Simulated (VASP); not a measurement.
# MgO (I4/mmm) in VASP: notebook

MgO is run at these levels: LDA; tasks: single point.

All numbers are computed with VASP 6.6.1; they aren't measurements. Logs are shortened: lines on timing, memory, paths and dates and some standing lists are left out, and cuts for length are marked.

**1. The cell of the first run**

Symmetry: I4/mmm, No. 139, tetragonal system. Conventional cell: a = 2.926 Å, b = 2.926 Å, c = 4.172 Å, α = 90.00°, β = 90.00°, γ = 90.00°. Mg (site symmetry 4/mmm) has 6 O at 2.07 to 2.09 Å within 2.7 Å. Within 2.7 Å of O (site symmetry 4/mmm) lie 6 Mg at 2.07 to 2.09 Å.

**2. Single point, LDA (in-plane strain -0.005, then relaxed in part)**

File INCAR:

```
PREC = Accurate ; ENCUT = 750
EDIFF = 1E-6 ; ISMEAR = 0
SIGMA = 0.01 ; LREAL = F
LASPH = T ; NELM = 120
ALGO = Normal ; ISIF = 2
LWAVE = F ; LCHARG = F
NBANDS = 15 ; GGA_COMPAT = F
```

File KPOINTS:

```
regular mesh
0
Gamma
  10 10 10
```

File POSCAR:

```
MgO
1.0
    2.0691942543      2.0691942543      0.0000000000
   -2.0691942543      2.0691942543      0.0000000000
    0.0000000000      2.0691942543      2.0858309921
Mg O
1 1
Direct
    0.0000000000      0.0000000000      0.0000000000
    0.5000000000      0.5000000000      0.0000000000
```

Potentials or basis: VASP PAW LDA potentials, release 64 (Mg_sv, O).

Run with:

```console
cat potpaw_LDA.64/Mg_sv/POTCAR potpaw_LDA.64/O/POTCAR > POTCAR
mpirun -np 1 vasp_std > vasp.out
```

OUTCAR:

```text
PREC = Accurate
   ENCUT = 750
   EDIFF = 1E-6
   ISMEAR = 0
   LREAL = F
   LASPH = T
   NELM = 120
   ISIF = 2

 ion  position               nearest neighbor table
   1  0.000  0.000  0.000-   2 2.07   2 2.07   2 2.07   2 2.07   2 2.09   2 2.09
   2  0.500  0.500  0.000-   1 2.07   1 2.07   1 2.07   1 2.07   1 2.09   1 2.09

  LATTYP: Found a body centered tetragonal cell.
 ALAT       =     2.9262825776
 C/A-ratio  =     1.4255841237

  Lattice vectors:

 A1 = (   2.0691942543,   0.0000000000,  -2.0858309921)
 A2 = (  -2.0691942543,   0.0000000000,  -2.0858309921)
 A3 = (   0.0000000000,   2.0691942543,   2.0858309921)

Analysis of symmetry for initial positions (statically):
=====================================================================
 Subroutine PRICEL returns:
 Original cell was already a primitive cell.

 Routine SETGRP: Setting up the symmetry group for a
 body centered tetragonal supercell.

 Subroutine GETGRP returns: Found 16 space group operations
 (whereof 16 operations were pure point group operations)
 out of a pool of 16 trial point group operations.

The static configuration has the point symmetry D_4h.

Analysis of symmetry for dynamics (positions and initial velocities):
=====================================================================
 Subroutine PRICEL returns:
 Original cell was already a primitive cell.

 Routine SETGRP: Setting up the symmetry group for a
 body centered tetragonal supercell.

 Subroutine GETGRP returns: Found 16 space group operations
 (whereof 16 operations were pure point group operations)
 out of a pool of 16 trial point group operations.

The dynamic configuration has the point symmetry D_4h.

 Subroutine INISYM returns: Found 16 space group operations
 (whereof 16 operations are pure point group operations),
 and found     1 'primitive' translations

----------------------------------------------------------------------------------------

                                     Primitive cell

  volume of cell :      17.8612

  direct lattice vectors                    reciprocal lattice vectors
     2.069194254  2.069194254  0.000000000     0.241639952  0.241639952 -0.239712614
    -2.069194254  2.069194254  0.000000000    -0.241639952  0.241639952 -0.239712614
     0.000000000  2.069194254  2.085830992     0.000000000  0.000000000  0.479425229

  length of vectors
     2.926282578  2.926282578  2.938070079     0.417422891  0.417422891  0.479425229

  position of ions in fractional coordinates (direct lattice)
     0.000000000  0.000000000  0.000000000
     0.500000000  0.500000000  0.000000000

  ion indices of the primitive-cell ions
   primitive index   ion index
                 1           1
                 2           2

----------------------------------------------------------------------------------------

 KPOINTS: regular mesh

Automatic generation of k-mesh.
 Grid dimensions read from file:
 generate k-points for:   10   10   10

 Generating k-lattice:

  Cartesian coordinates                     Fractional coordinates (reciprocal lattice)
     0.024163995  0.024163995 -0.023971261     0.100000000  0.000000000  0.000000000
    -0.024163995  0.024163995 -0.023971261     0.000000000  0.100000000  0.000000000
     0.000000000  0.000000000  0.047942523     0.000000000  0.000000000  0.100000000

  Length of vectors
     0.041742289  0.041742289  0.047942523

  Shift w.r.t. Gamma in fractional coordinates (k-lattice)
     0.000000000  0.000000000  0.000000000

 Subroutine IBZKPT returns following result:
 ===========================================

 Found    102 irreducible k-points:

 Following reciprocal coordinates:
            Coordinates               Weight
  0.000000  0.000000  0.000000      1.000000
  0.100000  0.000000  0.000000      8.000000
  0.200000  0.000000  0.000000      8.000000
  0.300000  0.000000  0.000000      8.000000
  0.400000  0.000000  0.000000      8.000000
  0.500000  0.000000  0.000000      4.000000
[... 16 lines left out ...]
  0.300000  0.300000  0.000000      8.000000
  0.400000  0.300000  0.000000     16.000000
 [... further k-points ...]
   k-points           NKPTS =    102   k-points in BZ     NKDIM =    102   number of bands    NBANDS=     15
   number of dos      NEDOS =    301   number of ions     NIONS =      2
   total plane-waves  NPLWV =  21952
   dimension x,y,z NGX =    28 NGY =   28 NGZ =   28
   dimension x,y,z NGXF=    56 NGYF=   56 NGZF=   56
   ions per type =               1   1
   NGX,Y,Z   is equivalent  to a cutoff of  15.91, 15.91, 15.84 a.u.
   NGXF,Y,Z  is equivalent  to a cutoff of  31.81, 31.81, 31.69 a.u.
 SYSTEM =  unknown system
   PREC   = accura    normal or accurate (medium, high low for compatibility)
   ISTART =      0    job   : 0-new  1-cont  2-samecut
   ICHARG =      2    charge: 1-file 2-atom 10-const
   ISPIN  =      1    spin polarized calculation?
   LNONCOLLINEAR =      F non collinear calculations
   LSORBIT =      F    spin-orbit coupling
   LASPH  =      T    aspherical Exc in radial PAW
   ENCUT  =  750.0 eV  55.12 Ry    7.42 a.u.   6.53  6.53  6.56*2*pi/ulx,y,z
   NELM   =    120;   NELMIN=  2; NELMDL= -5     # of ELM steps
   EDIFF  = 0.1E-05   stopping-criterion for ELM
   LREAL  =      F    real-space projection
   EDIFFG = 0.1E-04   stopping-criterion for IOM
   NSW    =      0    number of steps for IOM
   IBRION =     -1    ionic relax: 0-MD 1-quasi-New 2-CG
   NFREE  =      0    steps in history (QN), initial steepest desc. (CG)
   ISIF   =      2    stress and relaxation
   ISYM   =      2    0-nonsym 1-usesym 2-fastsym
   POTIM  = 0.5000    time-step for ionic-motion
   TEBEG  =    0.0;   TEEND  =   0.0 temperature during run
   PSTRESS=    0.0 pullay stress
   NELECT =      16.0000    total number of electrons
   NUPDOWN=      -1.0000    fix difference up-down
   EMIN   =  10.00;   EMAX   =-10.00  energy-range for DOS
   EFERMI =   0.00;   METHOD = LEGACY
   ISMEAR =     0;   SIGMA  =   0.01  broadening in eV -4-tet -1-fermi 0-gaus
   EFERMI_NEDOS =   21; number of points for ismear=-14 and -15
   IALGO  =     38    algorithm
   IMIX   =      4    mixing-type and parameters
     AMIX     =   0.40;   BMIX     =  1.00
     AMIX_MAG =   1.60;   BMIX_MAG =  1.00
  volume/ion in A,a.u.               =       8.93        60.27
  Fermi-wavevector in a.u.,A,eV,Ry     =   1.578135  2.982244 33.885467  2.490512
  Thomas-Fermi vector in A             =   2.678712
   LORBIT       =      0    0 simple, 1 ext, 2 COOP (PROOUT), +10 PAW based schemes
   GGA     = CA    functional components
   LHFCALC =     F    Hartree Fock is set to
   AEXX    =    0.0000 exact exchange contribution
   IVDW    =     0    specifies the selected vdW correction
   LEPSILON=     F    determine dielectric tensor
   LRPA    =     F    only Hartree local field effects (RPA)
 non-spin polarized calculation
 Gauss-broadening in eV      SIGMA  =   0.01
  energy-cutoff  :      750.00
  volume of cell :       17.86
 maximum number of plane-waves:       869
 NGX is ok and might be reduce to    28
   NGX = 13   NGY = 13   NGZ = 13

 number of electron      15.9999999 magnetization

 Free energy of the ion-electron system (eV)
  ---------------------------------------------------
  ext. energy  EPLUGINS =         0.00000000
  ---------------------------------------------------
  free energy    TOTEN  =       -13.23329922 eV

  energy without entropy =      -13.23329922  energy(sigma->0) =      -13.23329922

 E-fermi :   3.0071     XC(G=0): -12.1675

 val. band max:        2.9248137210   @ k =   0.0000   0.0000   0.0000
 cond. band min:       8.0335907646   @ k =   0.0000   0.0000   0.0000
 fundamental gap:      5.1087770436
 Fermi energy:         3.0070842068

 k-point     1 :       0.0000    0.0000    0.0000
  band No.  band energies     occupation
      1     -68.2777      2.00000
      2     -35.7387      2.00000
      3     -35.7352      2.00000
      4     -35.7352      2.00000
      5     -14.3098      2.00000
      6       2.9088      2.00000
      7       2.9088      2.00000
      8       2.9248      2.00000
      9       8.0336      0.00000
     10      18.6291      0.00000
     11      18.7177      0.00000
     12      18.7177      0.00000
     13      22.8362      0.00000
     14      24.3906      0.00000
     15      24.6585      0.00000

 k-point     2 :       0.1000    0.0000    0.0000
  band No.  band energies     occupation
      1     -68.2765      2.00000
      2     -35.7469      2.00000
      3     -35.7382      2.00000
      4     -35.7361      2.00000
      5     -14.1876      2.00000
      6       2.2476      2.00000
      7       2.8356      2.00000
      8       2.8430      2.00000
      9       8.6505      0.00000
     10      17.4508      0.00000
     11      18.9133      0.00000
     12      18.9764      0.00000
     13      23.7244      0.00000
     14      23.9619      0.00000
     15      24.5439      0.00000

 k-point     3 :       0.2000    0.0000    0.0000
  band No.  band energies     occupation
      1     -68.2732      2.00000
      2     -35.7740      2.00000
      3     -35.7412      2.00000
      4     -35.7383      2.00000
      5     -13.8502      2.00000
      6       0.8671      2.00000
      7       2.6495      2.00000
      8       2.6503      2.00000
      9       9.8169      0.00000
     10      15.9736      0.00000
     11      19.4348      0.00000
     12      19.5279      0.00000
     13      23.0749      0.00000
     14      23.2502      0.00000
     15      25.6102      0.00000
[... 343 lines left out ...]
 k-point    23 :       0.3000    0.3000    0.0000
  band No.  band energies     occupation
      1     -68.2632      2.00000
      2     -35.8127      2.00000
      3     -35.7904      2.00000
      4     -35.7541      2.00000
      5     -12.6621      2.00000
      6      -0.7559      2.00000
      7       0.0881      2.00000
      8       1.9658      2.00000
      9      13.2533      0.00000
     10      15.0544      0.00000
     11      16.2678      0.00000
     12      20.7173      0.00000
     13      22.8805      0.00000
     14      24.8352      0.00000
     15      30.1537      0.00000

 k-point    24 :       0.4000    0.3000    0.0000
  band No.  band energies     occupation
      1     -68.2622      2.00000
      2     -35.8148      2.00000
      3     -35.7916      2.00000
      4     -35.7604      2.00000
      5     -12.5642      2.00000
      6      -0.8500      2.00000
      7       0.0879      2.00000
      8       1.7836      2.00000
      9      13.1081      0.00000
     10      15.2507      0.00000
     11      15.7804      0.00000
     12      20.9554      0.00000
     13      21.8745      0.00000
     14      27.0712      0.00000
     15      30.6869      0.00000

 [... further k-points ...]
[... 5 lines left out ...]
  --------------------------------------------------------------------------------------
  -------------------------------------------------------------------------------------
  Total        0.2215122      0.2215122      0.0027936      0.0000000      0.0000000      0.0000000
  in kB       19.8699430     19.8699430      0.2505903      0.0000000      0.0000000      0.0000000
  external PRESSURE =      13.3301587 kB  Pullay stress =       0.0000000 kB

 VOLUME and BASIS-vectors are now :
 -----------------------------------------------------------------------------
  energy-cutoff  :      750.00
  volume of cell :       17.86
      direct lattice vectors                 reciprocal lattice vectors
     2.069194254  2.069194254  0.000000000     0.241639952  0.241639952 -0.239712614
    -2.069194254  2.069194254  0.000000000    -0.241639952  0.241639952 -0.239712614
     0.000000000  2.069194254  2.085830992     0.000000000  0.000000000  0.479425229

 POSITION                                       TOTAL-FORCE (eV/Angst)
 -----------------------------------------------------------------------------------
      0.00000      0.00000      0.00000        -0.000000     -0.000000      0.000000
      0.00000      2.06919      0.00000         0.000000      0.000000      0.000000
 -----------------------------------------------------------------------------------
    total drift:                               -0.000000      0.000000     -0.000000

  FREE ENERGIE OF THE ION-ELECTRON SYSTEM (eV)
  ---------------------------------------------------
  free  energy   TOTEN  =       -13.2332992233 eV

  energy  without entropy=      -13.2332992233  energy(sigma->0) =      -13.23329922
```

Wall time 41 s (1 thread of Intel Xeon Platinum 8259CL at 2.50GHz (Skylake/Cascade Lake), shared host); peak memory 0.17 GiB.

Results:

| Quantity | Value |
| --- | --- |
| Free energy | -13.2333 eV |
| Pressure | 1.3 GPa |
| Band gap on the k mesh | 5.11 eV |

Caveat: the cell differs from its parent crystal (in-plane strain -0.005, then relaxed in part).

**3. Single point, LDA (in-plane strain -0.02, then relaxed in part)**

File INCAR:

```
SYSTEM = MgO
  ALGO = Normal
  EDIFF = 1E-6
  ENCUT = 750
  GGA = CA
  GGA_COMPAT = .False.
  ISIF = 2
  ISMEAR = 0
  LASPH = .True.
  LCHARG = .False.
  LREAL = .False.
  LWAVE = .False.
  NBANDS = 15
  NELM = 120
  PREC = Accurate
  SIGMA = 0.01
```

File KPOINTS:

```
k-points
0
Gamma
  10 10 10
  0 0 0
```

File POSCAR:

```
MgO
1.0
    2.0380003711      2.0380003711      0.0000000000
   -2.0380003711      2.0380003711      0.0000000000
    0.0000000000      2.0380003711      2.1051963107
Mg O
1 1
Direct
    0.0000000000      0.0000000000      0.0000000000
    0.5000000000      0.5000000000      0.0000000000
```

Potentials or basis: VASP PAW LDA potentials, release 64 (Mg_sv, O).

Run with:

```console
cat potpaw_LDA.64/Mg_sv/POTCAR potpaw_LDA.64/O/POTCAR > POTCAR
mpirun -np 1 vasp_std > vasp.out
```

Wall time 54 s (1 thread of AMD EPYC 7R43 (Zen 3), shared host); peak memory 0.13 GiB.

The run converged. Its results:

| Property | Result |
| --- | --- |
| Free energy | -13.2133 eV |
| Pressure | 5.7 GPa |
| Band gap on the k mesh | 5.29 eV |

Stress tensor (GPa, compression positive):
```
 8.57  0.00  0.00
 0.00  8.57  0.00
 0.00  0.00 -0.02
```

Levels at points of the mesh, in eV from the valence-band top:
```csv
k point,band 4,band 5,band 6,band 7,band 8,band 9,band 10,band 11,band 12,band 13
"(0.00, 0.00, 0.00)",-38.61,-17.38,-0.06,-0.06,0.00,5.29,15.62,15.99,15.99,20.07
"(0.50, 0.00, 0.00)",-38.62,-15.81,-5.03,-0.83,-0.75,8.11,13.12,16.30,17.05,21.59
"(0.50, 0.50, 0.00)",-38.66,-15.54,-4.39,-1.65,-1.44,8.81,10.41,13.71,19.16,19.84
"(0.00, 0.00, 0.50)",-38.64,-15.64,-4.52,-1.39,-1.39,9.15,10.50,13.27,19.89,19.89
```

Caveat: the cell differs from its parent crystal (in-plane strain -0.02, then relaxed in part); the cell stands under pressure.
